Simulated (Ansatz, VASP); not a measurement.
One calculation of KCl, two programs

The input INCAR:

```
SYSTEM = KCl
  PREC = Accurate
  ENCUT = 500
  EDIFF = 1E-7
  ISMEAR = 0
  SIGMA = 0.02
  LREAL = .False.
  LASPH = .True.
  NELM = 120
  ALGO = Normal
  ISIF = 3
  LWAVE = .False.
  LCHARG = .False.
  GGA = CA
  IBRION = 2
  NSW = 50
  EDIFFG = -0.003
  GGA_COMPAT = .False.
  NELMIN = 4
```

KPOINTS

```
regular mesh
0
Gamma
  6 6 6
  0 0 0
```

Contents of POSCAR:

```
KCl
1.0
    3.6499542939      0.0000000000      0.0000000000
    0.0000000000      3.6499542939      0.0000000000
    0.0000000000      0.0000000000      3.6499542939
K Cl
1 1
Direct
    0.0000000000      0.0000000000      0.0000000000
    0.5000000000      0.5000000000      0.5000000000
```

Input for Ansatz:

```yaml
crystal:
  lattice:
    - [3.6499542939, 0.0, 0.0]
    - [0.0, 3.6499542939, 0.0]
    - [0.0, 0.0, 3.6499542939]
  atoms:
    - { symbol: K, position: [0.0, 0.0, 0.0] }
    - { symbol: Cl, position: [0.5, 0.5, 0.5] }
basis: {}
kpoints:
  mp_grid: { grid: [6, 6, 6] }
hamiltonian:
  xc: lda
  pseudopotentials: { kind: all_electron, lapw: {} }
scf:
  occupations: { method: gaussian, width: 0.02 }
output:
  forces: true
  stress: true
  eigenvalues: true
relax:
  adjacent_minimum: "off"
  f_tol: 0.003
  max_steps: 30
  cell: { stress_tol: 0.03 }
```

Alike in both runs: task relaxation of cell and atoms; functional LDA; k mesh 6 × 6 × 6; occupations gaussian, width 0.02 eV; no spin polarisation.

|  | VASP | Ansatz |
| --- | --- | --- |
| version | VASP 6.6.1 | Ansatz 0.2.0 |
| potentials or method | VASP PAW LDA potentials, release 64 (K_sv, Cl), cutoff 500 eV | scalar-relativistic, all-electron LAPW |

```csv
,VASP,Ansatz,Ansatz less VASP
"gap on the k mesh at the Fermi level, each at its own relaxed structure (eV)",5.11,5.12,+0.010
relaxed volume (Å³/atom),24.11,24.04,-0.071
relaxed cell length with the largest relative difference (Å),3.640,3.636,-0.0036
```

LDA's correlation is that of Perdew and Zunger in VASP and of Perdew and Wang (1992) in Ansatz. Ansatz ran all-electron here, and VASP with PAW potentials.
